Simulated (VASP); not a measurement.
**Sr2Ge2As: single point with PBE**

The system is Sr2Ge2As.

```xyz
5
Lattice="4.2815 0.0000 0.0000 -2.1407 3.7079 0.0000 0.0000 0.0000 9.4410" Properties=species:S:1:pos:R:3 pbc="T T T"
Sr    0.0000    2.4719    1.7771
Sr    2.1407    1.2360    7.6638
Ge    0.0000    2.4719    5.2060
Ge    2.1407    1.2360    4.2350
As    0.0000    0.0000    0.0000
```

The cell was generated, and may not be a known phase.

- Program: VASP 6.6.1
- Task: single point
- Functional: PBE
- Potentials or basis: VASP PAW PBE potentials, release 64 (Sr_sv, Ge_d, As)
- Cutoff: 520 eV
- k mesh: 12 × 12 × 4
- Occupations: gaussian, width 0.1 eV
- Spin: no spin polarisation

| Item | Value |
| --- | --- |
| Pressure | 0.1 GPa |
| Largest force | 0.017 eV/Å |
| Band gap on the k mesh | zero (an odd number of electrons rules out a gap without spin polarisation) |

Forces in eV/Å, atoms in the order of the input:
```
Sr   0.000  0.000  0.017
Sr   0.000  0.000 -0.017
Ge   0.000  0.000  0.003
Ge   0.000  0.000 -0.003
As   0.000  0.000  0.000
```

Levels at points of the mesh, in eV from the Fermi level:
```
           k point  band 24  band 25  band 26  band 27  band 28  band 29  band 30  band 31
(0.00, 0.00, 0.00)    -0.38     0.01     0.04     0.06     0.06     3.02     3.02     3.66
(0.50, 0.00, 0.00)    -1.64    -0.91    -0.74    -0.16     0.79     2.08     3.20     3.71
(0.00, 0.00, 0.50)    -0.48    -0.18     0.24     0.24     1.57     2.38     2.66     2.66
(0.50, 0.00, 0.50)    -1.42    -0.78    -0.77    -0.21     0.98     1.34     3.97     3.97
```

It took 3.1 min on 1 thread of Intel(R) Xeon(R) 6975P-C (Granite Rapids), on a shared host, peak memory 0.49 GiB.

Caveat: an odd number of electrons without spin polarisation forces a metal; a magnetic or distorted state may lie lower.
